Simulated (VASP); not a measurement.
Crystal: Si3Ge.

```
Si Ge
1.0
     3.57972    0.00000    0.00000
     0.00000    3.57972    0.00000
     0.00000    0.00000    5.06248
Si Ge
3 1
Direct
  0.00000 0.00000 0.00000
  0.50000 0.00000 0.75000
  0.00000 0.50000 0.25000
  0.50000 0.50000 0.50000
```

```yaml
Program: VASP 6.6.1
Task: relaxation of cell and atoms
Functional: PBE
Potentials_or_basis: VASP PAW PBE potentials, release 64 (Si, Ge_d)
Cutoff: 600 eV
k_mesh: 6 × 6 × 4
Occupations: gaussian, width 0.1 eV
Spin: no spin polarisation
```

At the start: pressure 38.1 GPa; volume 16.22 Å³/atom.

Question: Where does the relaxation end?

Answer: Over 8 steps the energy falls by 472.1 meV/atom and the volume is 21.21 Å³/atom (+30.8 %); space group P-4m2 (No. 115, to 0.05 Å).

The path:
| step | energy change (eV) | largest force (eV/Å) | pressure (GPa) | volume (Å³) |
| --- | --- | --- | --- | --- |
| 1 | 0.0000 | 0.7937 | 38.13 | 64.87 |
| 2 | -0.8195 | 0.0540 | -11.26 | 108.27 |
| 3 | -1.8867 | 0.1263 | -0.39 | 85.14 |
| 4 | -1.8876 | 0.1329 | -0.16 | 84.70 |
| 5 | -1.8872 | 0.1393 | 0.26 | 84.27 |
| 6 | -1.8883 | 0.0480 | 0.37 | 84.23 |
| 7 | -1.8884 | 0.0071 | 0.41 | 84.21 |
| 8 | -1.8886 | 0.0159 | -0.21 | 84.84 |

Final structure:
```cif
data_structure
_symmetry_space_group_name_H-M 'P 1'
_symmetry_Int_Tables_number 1
_cell_length_a 3.9186
_cell_length_b 3.9186
_cell_length_c 5.5250
_cell_angle_alpha 90.000
_cell_angle_beta 90.000
_cell_angle_gamma 90.000
_cell_volume 84.84
loop_
_atom_site_label
_atom_site_type_symbol
_atom_site_fract_x
_atom_site_fract_y
_atom_site_fract_z
_atom_site_occupancy
Si1 Si 0.00000 0.00000 0.00000 1
Si2 Si 0.50000 0.00000 0.75607 1
Si3 Si 0.00000 0.50000 0.24393 1
Ge1 Ge 0.50000 0.50000 0.50000 1
```

Caveat: the volume moved by over 15 % at a fixed basis, so the end points are rough.
